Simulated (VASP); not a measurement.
A run of VASP 6.6.1 is set up as follows.

The input INCAR:

```
SYSTEM = CdSe
PREC     = Accurate       ! precision mode
ENCUT    = 520            ! plane-wave cutoff, eV
EDIFF    = 1E-7           ! SCF threshold, eV
ISMEAR   = -1             ! smearing method
SIGMA    = 0.05           ! smearing width, eV
LREAL    = .False.        ! projectors in reciprocal space
LASPH    = .True.         ! aspherical terms in the spheres
NELM     = 150            ! most SCF steps
ALGO     = Normal         ! electronic algorithm
ISIF     = 2              ! what is computed and relaxed
LWAVE    = .False.        ! write WAVECAR
LCHARG   = .True.         ! write CHGCAR
MAGMOM   = 0 0 0 0 0 0    ! initial moments
LORBIT   = 11             ! projections on sites
LSORBIT  = .True.         ! spin-orbit coupling
GGA_COMPAT= .False.      
LORBMOM  = .True.       
GGA      = PS             ! functional
LVHAR    = .True.       
NBANDS   = 30             ! bands
```

KPOINTS

```
regular mesh
0
Gamma
  8 8 8
  0 0 0
```

The input POSCAR:

```
CdSe
1.0
    0.0000000000      3.0906047130      3.0906047130
    3.0906047130      0.0000000000      3.0906047130
    3.0906047130      3.0906047130      0.0000000000
Cd Se
1 1
Direct
    0.0000000000      0.0000000000      0.0000000000
    0.2500000000      0.2500000000      0.2500000000
```

Potentials or basis: VASP PAW PBE potentials, release 64 (Cd, Se).

The run is started by

```console
$ cat potpaw_PBE.64/Cd/POTCAR potpaw_PBE.64/Se/POTCAR > POTCAR
$ mpirun -np 1 vasp_ncl > vasp.out
```

**Question.** What does it give for the net moment?

**Answer.** 0.00 μB per cell.

**Question.** Estimate the pressure.

**Answer.** -2.0 GPa.

Moments on the atoms (μB; x, y, z):
```
Cd  0.00 0.00 0.00
Se  0.00 0.00 0.00
```

Caveat: the PAW data sets were made with another functional, which shifts forces and pressure a little.
